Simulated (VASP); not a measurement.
# Pb (R-3m) in VASP: notebook

Runs on Pb. Level: PBEsol. Tasks: single point.

All numbers are computed with VASP 6.6.1; they aren't measurements. Logs are shortened: lines on timing, memory, paths and dates and some standing lists are left out, and cuts for length are marked.

## (1) The cell of the first run

Symmetry: R-3m, No. 166, trigonal system. The conventional cell has a = 3.287 Å, b = 3.287 Å, c = 9.661 Å, α = 90.00°, β = 90.00°, γ = 120.00°. Pb (site symmetry -3m) has 12 Pb at 3.29 to 3.74 Å within 4.3 Å.

## (2) Single point, PBEsol

Contents of INCAR:

```
SYSTEM = Pb
PREC = Accurate
ENCUT = 520
EDIFF = 1E-6
ISMEAR = 0
SIGMA = 0.15
LREAL = .FALSE.
LASPH = .TRUE.
NELM = 80
ALGO = Fast
ISIF = 2
LWAVE = .FALSE.
LCHARG = .FALSE.
GGA = PS
NBANDS = 13
```

Contents of KPOINTS:

```
Automatic mesh
0
G
  18 18 18
  0 0 0
```

Contents of POSCAR:

```
Pb
1.0
    0.3098894379      2.6340602220      2.6340602220
    2.6340602220      0.3098894379      2.6340602220
    2.6340602220      2.6340602220      0.3098894379
Pb
1
Direct
    0.0000000000      0.0000000000      0.0000000000
```

Potentials or basis: VASP PAW PBE potentials, release 64 (Pb_d).

Launch:

```
$ cat potpaw_PBE.64/Pb_d/POTCAR > POTCAR
$ mpirun -np 1 vasp_std > vasp.out
```

OUTCAR:

```text
SYSTEM = Pb
   PREC = Accurate
   ENCUT = 520
   EDIFF = 1E-6
   ISMEAR = 0
   LREAL = .FALSE.
   LASPH = .TRUE.
   NELM = 80
   ISIF = 2
   GGA = PS

 ion  position               nearest neighbor table
   1  0.000  0.000  0.000-

  LATTYP: Found a trigonal (rhomboedric) cell.
 ALAT       =     3.7379911677
 COS(alpha) =     0.6134020619

  Lattice vectors:

 A1 = (   0.3098894379,   2.6340602220,   2.6340602220)
 A2 = (   2.6340602220,   0.3098894379,   2.6340602220)
 A3 = (   2.6340602220,   2.6340602220,   0.3098894379)

Analysis of symmetry for initial positions (statically):
=====================================================================
 Subroutine PRICEL returns:
 Original cell was already a primitive cell.

 Routine SETGRP: Setting up the symmetry group for a
 trigonal (rhombohedral) supercell.

 Subroutine GETGRP returns: Found 12 space group operations
 (whereof 12 operations were pure point group operations)
 out of a pool of 12 trial point group operations.

The static configuration has the point symmetry D_3d.

Analysis of symmetry for dynamics (positions and initial velocities):
=====================================================================
 Subroutine PRICEL returns:
 Original cell was already a primitive cell.

 Routine SETGRP: Setting up the symmetry group for a
 trigonal (rhombohedral) supercell.

 Subroutine GETGRP returns: Found 12 space group operations
 (whereof 12 operations were pure point group operations)
 out of a pool of 12 trial point group operations.

The dynamic configuration has the point symmetry D_3d.

 Subroutine INISYM returns: Found 12 space group operations
 (whereof 12 operations are pure point group operations),
 and found     1 'primitive' translations

----------------------------------------------------------------------------------------

                                     Primitive cell

  volume of cell :      30.1311

  direct lattice vectors                    reciprocal lattice vectors
     0.309889438  2.634060222  2.634060222    -0.227082184  0.203178796  0.203178796
     2.634060222  0.309889438  2.634060222     0.203178796 -0.227082184  0.203178796
     2.634060222  2.634060222  0.309889438     0.203178796  0.203178796 -0.227082184

  length of vectors
     3.737991168  3.737991168  3.737991168     0.366237034  0.366237034  0.366237034

  position of ions in fractional coordinates (direct lattice)
     0.000000000  0.000000000  0.000000000

  ion indices of the primitive-cell ions
   primitive index   ion index
                 1           1

----------------------------------------------------------------------------------------

 KPOINTS: Automatic mesh

Automatic generation of k-mesh.
 Grid dimensions read from file:
 generate k-points for:   18   18   18

 Generating k-lattice:

  Cartesian coordinates                     Fractional coordinates (reciprocal lattice)
    -0.012615677  0.011287711  0.011287711     0.055555556  0.000000000  0.000000000
     0.011287711 -0.012615677  0.011287711     0.000000000  0.055555556  0.000000000
     0.011287711  0.011287711 -0.012615677     0.000000000  0.000000000  0.055555556

  Length of vectors
     0.020346502  0.020346502  0.020346502

  Shift w.r.t. Gamma in fractional coordinates (k-lattice)
     0.000000000  0.000000000  0.000000000

 Subroutine IBZKPT returns following result:
 ===========================================

 Found    580 irreducible k-points:

 Following reciprocal coordinates:
            Coordinates               Weight
  0.000000  0.000000  0.000000      1.000000
  0.055556  0.000000  0.000000      6.000000
  0.111111  0.000000  0.000000      6.000000
  0.166667  0.000000  0.000000      6.000000
  0.222222 -0.000000 -0.000000      6.000000
  0.277778 -0.000000 -0.000000      6.000000
[... 16 lines left out ...]
 -0.277778  0.055556  0.000000     12.000000
 -0.222222  0.055556  0.000000     12.000000
 [... further k-points ...]
   k-points           NKPTS =    580   k-points in BZ     NKDIM =    580   number of bands    NBANDS=     13
   number of dos      NEDOS =    301   number of ions     NIONS =      1
   total plane-waves  NPLWV =  21952
   dimension x,y,z NGX =    28 NGY =   28 NGZ =   28
   dimension x,y,z NGXF=    56 NGYF=   56 NGZF=   56
   ions per type =               1
   NGX,Y,Z   is equivalent  to a cutoff of  12.45, 12.45, 12.45 a.u.
   NGXF,Y,Z  is equivalent  to a cutoff of  24.91, 24.91, 24.91 a.u.
 SYSTEM =  Pb
   PREC   = accura    normal or accurate (medium, high low for compatibility)
   ISTART =      0    job   : 0-new  1-cont  2-samecut
   ICHARG =      2    charge: 1-file 2-atom 10-const
   ISPIN  =      1    spin polarized calculation?
   LNONCOLLINEAR =      F non collinear calculations
   LSORBIT =      F    spin-orbit coupling
   LASPH  =      T    aspherical Exc in radial PAW
   ENCUT  =  520.0 eV  38.22 Ry    6.18 a.u.   6.95  6.95  6.95*2*pi/ulx,y,z
   NELM   =     80;   NELMIN=  2; NELMDL= -5     # of ELM steps
   EDIFF  = 0.1E-05   stopping-criterion for ELM
   LREAL  =      F    real-space projection
[... 7 lines left out ...]
   TEBEG  =    0.0;   TEEND  =   0.0 temperature during run
   PSTRESS=    0.0 pullay stress
   NELECT =      14.0000    total number of electrons
   NUPDOWN=      -1.0000    fix difference up-down
   EMIN   =  10.00;   EMAX   =-10.00  energy-range for DOS
   EFERMI =   0.00;   METHOD = LEGACY
   ISMEAR =     0;   SIGMA  =   0.15  broadening in eV -4-tet -1-fermi 0-gaus
   EFERMI_NEDOS =   21; number of points for ismear=-14 and -15
   IALGO  =     68    algorithm
   IMIX   =      4    mixing-type and parameters
     AMIX     =   0.40;   BMIX     =  1.00
     AMIX_MAG =   1.60;   BMIX_MAG =  1.00
  volume/ion in A,a.u.               =      30.13       203.33
  Fermi-wavevector in a.u.,A,eV,Ry     =   1.267980  2.396135 21.875082  1.607773
  Thomas-Fermi vector in A             =   2.401099
   LORBIT       =      0    0 simple, 1 ext, 2 COOP (PROOUT), +10 PAW based schemes
   GGA     = PS    functional components
   LHFCALC =     F    Hartree Fock is set to
   AEXX    =    0.0000 exact exchange contribution
   IVDW    =     0    specifies the selected vdW correction
   LEPSILON=     F    determine dielectric tensor
   LRPA    =     F    only Hartree local field effects (RPA)
 non-spin polarized calculation
 RMM-DIIS sequential band-by-band and
 Gauss-broadening in eV      SIGMA  =   0.15
  energy-cutoff  :      520.00
  volume of cell :       30.13
 maximum number of plane-waves:       826
   NGX = 13   NGY = 13   NGZ = 13

 number of electron      14.0000001 magnetization

 Free energy of the ion-electron system (eV)
  ---------------------------------------------------
  ext. energy  EPLUGINS =         0.00000000
  ---------------------------------------------------
  free energy    TOTEN  =        -3.91329316 eV

  energy without entropy =       -3.90749035  energy(sigma->0) =       -3.91039175

 E-fermi :   7.2199     XC(G=0): -10.3472

 val. band max:        7.2142856578   @ k =  -0.2778   0.2778   0.0000
 cond. band min:       7.2200562116   @ k =  -0.3889   0.3889   0.1111
 fundamental gap:      0.0057705538
 Fermi energy:         7.2198789199

 k-point     1 :       0.0000    0.0000    0.0000
  band No.  band energies     occupation
      1      -9.9772      2.00000
      2      -9.8750      2.00000
      3      -9.8750      2.00000
      4      -9.6469      2.00000
      5      -9.6469      2.00000
      6      -4.7445      2.00000
      7      11.2374      0.00000
      8      15.1764      0.00000
      9      16.1848      0.00000
     10      16.1848      0.00000
     11      17.8669      0.00000
     12      21.0634      0.00000
     13      21.3383      0.00000

 k-point     2 :       0.0556    0.0000    0.0000
  band No.  band energies     occupation
      1      -9.9686      2.00000
      2      -9.8775      2.00000
      3      -9.8632      2.00000
      4      -9.6516      2.00000
      5      -9.6493      2.00000
      6      -4.6790      2.00000
      7      11.2136      0.00000
      8      15.1570      0.00000
      9      15.5184      0.00000
     10      16.0275      0.00000
     11      17.6766      0.00000
     12      21.2147      0.00000
     13      21.4252      0.00000

 k-point     3 :       0.1111    0.0000    0.0000
  band No.  band energies     occupation
      1      -9.9482      2.00000
      2      -9.8813      2.00000
      3      -9.8289      2.00000
      4      -9.6647      2.00000
      5      -9.6560      2.00000
      6      -4.4815      2.00000
      7      11.1393      0.00000
      8      13.6366      0.00000
      9      15.6194      0.00000
     10      15.6835      0.00000
     11      17.4437      0.00000
     12      20.6851      0.00000
     13      20.9508      0.00000

 k-point     4 :       0.1667    0.0000    0.0000
  band No.  band energies     occupation
      1      -9.9388      2.00000
      2      -9.8681      2.00000
      3      -9.7764      2.00000
      4      -9.6831      2.00000
      5      -9.6658      2.00000
      6      -4.1501      2.00000
      7      10.8858      0.00000
      8      11.9331      0.00000
      9      15.0800      0.00000
     10      16.1572      0.00000
     11      17.2711      0.00000
     12      19.7539      0.00000
     13      20.1498      0.00000

 k-point     5 :       0.2222   -0.0000   -0.0000
  band No.  band energies     occupation
      1      -9.9534      2.00000
      2      -9.8337      2.00000
      3      -9.7153      2.00000
      4      -9.6994      2.00000
      5      -9.6736      2.00000
      6      -3.6840      2.00000
      7       9.5689      0.00000
      8      11.3254      0.00000
      9      14.5062      0.00000
     10      16.4799      0.00000
     11      17.4140      0.00000
     12      18.7984      0.00000
     13      19.4786      0.00000

 k-point     6 :       0.2778   -0.0000   -0.0000
  band No.  band energies     occupation
      1      -9.9768      2.00000
      2      -9.8110      2.00000
      3      -9.6994      2.00000
      4      -9.6969      2.00000
      5      -9.6317      2.00000
      6      -3.0862      2.00000
      7       7.8248      0.00000
      8      11.2644      0.00000
      9      13.9632      0.00000
     10      16.3518      0.00000
     11      17.9550      0.00000
     12      18.1492      0.00000
     13      18.9369      0.00000

 k-point     7 :       0.3333    0.0000    0.0000
  band No.  band energies     occupation
      1     -10.0011      2.00000
      2      -9.8159      2.00000
      3      -9.7102      2.00000
      4      -9.6678      2.00000
      5      -9.5657      2.00000
      6      -2.3695      2.00000
      7       6.1628      2.00000
      8      11.2836      0.00000
      9      13.4965      0.00000
     10      16.0445      0.00000
     11      17.4071      0.00000
     12      18.4236      0.00000
     13      19.1515      0.00000
[... 193 lines left out ...]
 k-point    20 :      -0.4444    0.0556    0.0000
  band No.  band energies     occupation
      1     -10.0254      2.00000
      2      -9.8433      2.00000
      3      -9.7315      2.00000
      4      -9.6047      2.00000
      5      -9.4724      2.00000
      6      -0.5352      2.00000
      7       3.2387      2.00000
      8      11.3808      0.00000
      9      12.3073      0.00000
     10      15.4929      0.00000
     11      16.3239      0.00000
     12      18.4196      0.00000
     13      20.0220      0.00000

 k-point    21 :      -0.3889    0.0556    0.0000
  band No.  band energies     occupation
      1     -10.0169      2.00000
      2      -9.8346      2.00000
      3      -9.7261      2.00000
      4      -9.6257      2.00000
      5      -9.4948      2.00000
      6      -1.2007      2.00000
      7       4.2078      2.00000
      8      11.5416      0.00000
      9      12.4267      0.00000
     10      15.5375      0.00000
     11      16.4722      0.00000
     12      18.4528      0.00000
     13      20.0175      0.00000

 k-point    22 :      -0.3333    0.0556   -0.0000
  band No.  band energies     occupation
      1     -10.0006      2.00000
      2      -9.8201      2.00000
      3      -9.7170      2.00000
      4      -9.6616      2.00000
      5      -9.5368      2.00000
      6      -2.0046      2.00000
      7       5.5889      2.00000
      8      11.6547      0.00000
      9      12.6685      0.00000
     10      15.7753      0.00000
     11      16.7827      0.00000
     12      18.5432      0.00000
     13      18.9657      0.00000

 k-point    23 :      -0.2778    0.0556    0.0000
  band No.  band energies     occupation
      1      -9.9789      2.00000
      2      -9.8081      2.00000
      3      -9.7082      2.00000
      4      -9.6986      2.00000
      5      -9.5926      2.00000
      6      -2.7595      2.00000
      7       7.1858      1.25181
      8      11.7212      0.00000
      9      13.0177      0.00000
     10      16.1304      0.00000
     11      17.2660      0.00000
     12      17.9703      0.00000
     13      18.7604      0.00000

 k-point    24 :      -0.2222    0.0556    0.0000
  band No.  band energies     occupation
      1      -9.9555      2.00000
      2      -9.8210      2.00000
      3      -9.7191      2.00000
      4      -9.6974      2.00000
      5      -9.6508      2.00000
      6      -3.4069      2.00000
      7       8.9189      0.00000
      8      11.7520      0.00000
      9      13.4647      0.00000
     10      16.3389      0.00000
     11      17.3210      0.00000
     12      17.9639      0.00000
     13      19.0613      0.00000

 [... further k-points ...]

------------------------ aborting loop because EDIFF is reached ----------------------------------------

  FORCE on cell =-STRESS in cart. coord.  units (eV):
  Direction    XX          YY          ZZ          XY          YZ          ZX
  --------------------------------------------------------------------------------------
  -------------------------------------------------------------------------------------
  Total        0.2684569      0.2684569      0.2684569     -0.5188858     -0.5188858     -0.5188858
  in kB       14.2747916     14.2747916     14.2747916    -27.5909733    -27.5909733    -27.5909733
  external PRESSURE =      14.2747916 kB  Pullay stress =       0.0000000 kB

 VOLUME and BASIS-vectors are now :
 -----------------------------------------------------------------------------
  energy-cutoff  :      520.00
  volume of cell :       30.13
      direct lattice vectors                 reciprocal lattice vectors
     0.309889438  2.634060222  2.634060222    -0.227082184  0.203178796  0.203178796
     2.634060222  0.309889438  2.634060222     0.203178796 -0.227082184  0.203178796
     2.634060222  2.634060222  0.309889438     0.203178796  0.203178796 -0.227082184

 POSITION                                       TOTAL-FORCE (eV/Angst)
 -----------------------------------------------------------------------------------
      0.00000      0.00000      0.00000         0.000000     -0.000000      0.000000
 -----------------------------------------------------------------------------------
    total drift:                               -0.000000     -0.000000     -0.000000

  FREE ENERGIE OF THE ION-ELECTRON SYSTEM (eV)
  ---------------------------------------------------
  free  energy   TOTEN  =        -3.9132931591 eV

  energy  without entropy=       -3.9074903465  energy(sigma->0) =       -3.91039175
```

Run time: 2.5 min. Hardware: 1 thread of Intel Xeon Platinum 8488C (Sapphire Rapids), shared host; peak memory 0.32 GiB.

Results:

- Free energy: -3.9133 eV
- Pressure: 1.4 GPa
- Band gap on the k mesh: zero (bands 7 and 8 overlap by 5.90 eV)

Stress tensor (GPa, compression positive):
```
 1.43 -2.76 -2.76
-2.76  1.43 -2.76
-2.76 -2.76  1.43
```

Levels at points of the mesh, in eV from the Fermi level:
| k point | band 4 | band 5 | band 6 | band 7 | band 8 | band 9 | band 10 | band 11 |
| --- | --- | --- | --- | --- | --- | --- | --- | --- |
| (0.00, 0.00, 0.00) | -16.87 | -16.87 | -11.96 | 4.02 | 7.96 | 8.96 | 8.96 | 10.65 |
| (0.50, 0.00, 0.00) | -16.82 | -16.68 | -7.65 | -4.25 | 4.18 | 5.62 | 8.11 | 9.59 |
| (0.50, 0.50, 0.00) | -16.75 | -16.67 | -6.73 | -3.47 | 0.97 | 3.44 | 4.81 | 7.65 |
| (0.50, 0.50, 0.50) | -16.80 | -16.80 | -9.72 | -4.58 | 7.74 | 7.74 | 10.21 | 12.08 |

Caveat: the PAW data sets were made with another functional, which shifts forces and pressure a little; spin-orbit coupling is left out, which moves the levels of the heavy elements.

## (3) Single point, PBEsol

This run uses another cell than the first one, of the same volume but with other edges.

Contents of INCAR:

```
PREC = Accurate ; ENCUT = 520
EDIFF = 1E-6 ; ISMEAR = 0
SIGMA = 0.15 ; LREAL = F
LASPH = T ; NELM = 60
ALGO = Fast ; ISIF = 2
LWAVE = F ; LCHARG = F
GGA = PS ; NBANDS = 13
```

Contents of KPOINTS:

```
Automatic mesh
0
Gamma
  18 18 18
```

Contents of POSCAR:

```
Pb
1.0
    0.9657223002      3.0351272291      3.0351272291
    3.0351272291      0.9657223002      3.0351272291
    3.0351272291      3.0351272291      0.9657223002
Pb
1
Direct
    0.0000000000      0.0000000000      0.0000000000
```

Potentials or basis: VASP PAW PBE potentials, release 64 (Pb_d).

Launch:

```
$ cat potpaw_PBE.64/Pb_d/POTCAR > POTCAR
$ mpirun -np 1 vasp_std > vasp.out
```

Wall time 4.8 min (1 thread of Intel Xeon Platinum 8488C (Sapphire Rapids), shared host); peak memory 0.38 GiB.

Results (log left out):

```yaml
Free_energy: -3.1060 eV
Pressure: 17.5 GPa
Band_gap_on_the_k_mesh: zero (bands 7 and 8 overlap by 3.07 eV)
```

Stress tensor (GPa, compression positive):
```
 17.50 -10.05 -10.05
-10.05  17.50 -10.05
-10.05 -10.05  17.50
```

Levels at points of the mesh, in eV from the Fermi level:
| k point | band 4 | band 5 | band 6 | band 7 | band 8 | band 9 | band 10 | band 11 |
| --- | --- | --- | --- | --- | --- | --- | --- | --- |
| (0.00, 0.00, 0.00) | -16.95 | -16.95 | -12.95 | -1.14 | 3.13 | 11.37 | 12.88 | 12.88 |
| (0.50, 0.00, 0.00) | -16.94 | -16.64 | -6.64 | -4.89 | 2.63 | 6.38 | 6.54 | 9.33 |
| (0.50, 0.50, 0.00) | -16.91 | -16.64 | -6.38 | -4.65 | 1.04 | 4.60 | 6.02 | 11.21 |
| (0.50, 0.50, 0.50) | -16.95 | -16.95 | -12.38 | -4.74 | 11.16 | 11.27 | 12.47 | 12.47 |

Caveat: the cell stands under pressure; the PAW data sets were made with another functional, which shifts forces and pressure a little; spin-orbit coupling is left out, which moves the levels of the heavy elements.
